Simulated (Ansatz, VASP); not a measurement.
## AlNi3: VASP beside Ansatz

Contents of INCAR:

```
PREC = Accurate ; ENCUT = 600
EDIFF = 1E-6 ; ISMEAR = -1
SIGMA = 0.05 ; LREAL = False
LASPH = True ; NELM = 150
ALGO = Normal ; ISIF = 3
LWAVE = False ; LCHARG = False
ISPIN = 2 ; MAGMOM = 1 1 1 0
LORBIT = 11 ; LMAXMIX = 4
GGA = B5 ; ALDAX = 1.0
AGGAX = 1.0 ; AGGAC = 1.0
ALDAC = 0.0 ; IVDW = 13
VDW_S6 = 1.0 ; VDW_S8 = 2.34076671
VDW_A1 = 0.44488865 ; VDW_A2 = 4.0933009
IBRION = 2 ; NSW = 60
EDIFFG = -0.01
```

The input KPOINTS:

```
regular mesh
0
Gamma
  8 8 8
```

POSCAR

```
AlNi3
1.0
    3.5230547267      0.0000000000      0.0000000000
    0.0000000000      3.5230547267      0.0000000000
    0.0000000000      0.0000000000      3.5230547267
Ni Al
3 1
Direct
    0.5000000000      0.5000000000      0.0000000000
    0.5000000000      0.0000000000      0.5000000000
    0.0000000000      0.5000000000      0.5000000000
    0.0000000000      0.0000000000      0.0000000000
```

Contents of input.yaml:

```yaml
crystal:
  lattice:
    - [3.5230547267, 0.0, 0.0]
    - [0.0, 3.5230547267, 0.0]
    - [0.0, 0.0, 3.5230547267]
  atoms:
    - { symbol: Ni, position: [0.5, 0.5, 0.0], spin: 1.0 }
    - { symbol: Ni, position: [0.5, 0.0, 0.5], spin: 1.0 }
    - { symbol: Ni, position: [0.0, 0.5, 0.5], spin: 1.0 }
    - { symbol: Al, position: [0.0, 0.0, 0.0] }
hamiltonian:
  xc: blyp
  pseudopotentials: { kind: paw }
  dispersion: d4
magnetization:
  spin_polarized: true
kpoints:
  mp_grid: { grid: [8, 8, 8] }
scf:
  occupations: { method: fermi_dirac, width: 0.05 }
output:
  forces: true
  stress: true
  write_density: true
  write_potential: true
  elf: true
  volumetric_format: npy
relax:
  f_tol: 0.01
  max_steps: 40
  cell: { stress_tol: 0.05 }
```

Alike in both runs: task relaxation of cell and atoms; functional BLYP; dispersion D4; k mesh 8 × 8 × 8; occupations fermi-dirac, width 0.05 eV; collinear spin.

|  | VASP | Ansatz |
| --- | --- | --- |
| version | VASP 6.6.1 | Ansatz 0.2.0 |
| potentials or method | VASP PAW PBE potentials, release 64 (Ni, Al) | Ansatz PAW |
| plane-wave cutoff (eV) | 600 | 420 |
| valence electrons in the cell | 33 | 57 |

Ansatz gave:

| Quantity | Value |
| --- | --- |
| gap on the k mesh at the Fermi level, each at its own relaxed structure (eV) | none |
| net moment per atom (μB) | 0.16 |
| size of the moment on the site where the two differ most (μB) | 0.24 |
| relaxed volume (Å³/atom) | 11.02 |
| relaxed cell length with the largest relative difference (Å) | 3.532 |

**Question.** What did VASP give for the same quantities?

**Answer.** gap on the k mesh at the Fermi level, each at its own relaxed structure (eV): none; net moment per atom (μB): 0.15; size of the moment on the site where the two differ most (μB): 0.21; relaxed volume (Å³/atom): 11.03; relaxed cell length with the largest relative difference (Å): 3.533.

VASP's potentials were made for PBE, not for BLYP. Site moments also hang on the region over which each program counts them. A gap of «none» marks a metal or a gap that the smearing closes. VASP's potentials hold 33 valence electrons a cell and Ansatz's 57, so a difference there can come from the potentials and not from the codes.

Noted on Ansatz's run: the plane-wave basis is chosen anew once the cell has moved, so the energies of steps on either side of that aren't comparable.
